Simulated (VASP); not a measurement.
Input of a VASP 6.6.1 run:

POSCAR

```
MgSc
1.0
    3.5165976882      0.0000000000      0.0000000000
    0.0000000000      3.5165976882      0.0000000000
    0.0000000000      0.0000000000      3.5165976882
Mg Sc
1 1
Direct
    0.0000000000      0.0000000000      0.0000000000
    0.5000000000      0.5000000000      0.5000000000
```

Contents of INCAR.step1:

```
  PREC = Accurate
  ENCUT = 600
  ISMEAR = 0
  SIGMA = 0.1
  LREAL = F
  LASPH = T
  NELM = 100
  GGA = PE
  ALGO = Normal
  EDIFF = 1E-4
  LWAVE = T
  LCHARG = F
```

File INCAR.step2:

```
  PREC = Accurate
  ENCUT = 600
  EDIFF = 1E-7
  ISMEAR = 0
  SIGMA = 0.1
  LREAL = F
  LASPH = T
  NELM = 100
  ALGO = Normal
  ISIF = 3
  LWAVE = F
  LCHARG = F
  METAGGA = R2SCAN
  LMIXTAU = T
  IBRION = 2
  NSW = 70
  EDIFFG = -0.008
  PSTRESS = 40.0
  ISTART = 1
```

KPOINTS

```
Automatic mesh
0
Gamma
  12 12 12
```

Potentials or basis: VASP PAW PBE potentials, release 64 (Mg, Sc_sv).

Command:

```console
$ cat potpaw_PBE.64/Mg/POTCAR potpaw_PBE.64/Sc_sv/POTCAR > POTCAR
$ cp INCAR.step1 INCAR
$ mpirun -np 1 vasp_std > vasp.out
$ cp INCAR.step2 INCAR
$ mpirun -np 1 vasp_std > vasp.out
```

(1) What does it give for the relaxed volume?

(2) What does it give for the relaxed cell?

(3) What does it give for the space group after relaxing (to 0.05 Å)?

Results:

(1) 21.78 Å³/atom.

(2) a = 3.518 Å, b = 3.518 Å, c = 3.518 Å, α = 90.00°, β = 90.00°, γ = 90.00°.

(3) Pm-3m (No. 221).

Caveat: the cell is relaxed towards a set pressure, so the enthalpy falls and the energy may rise; the PAW data sets were made with another functional, which shifts forces and pressure a little.
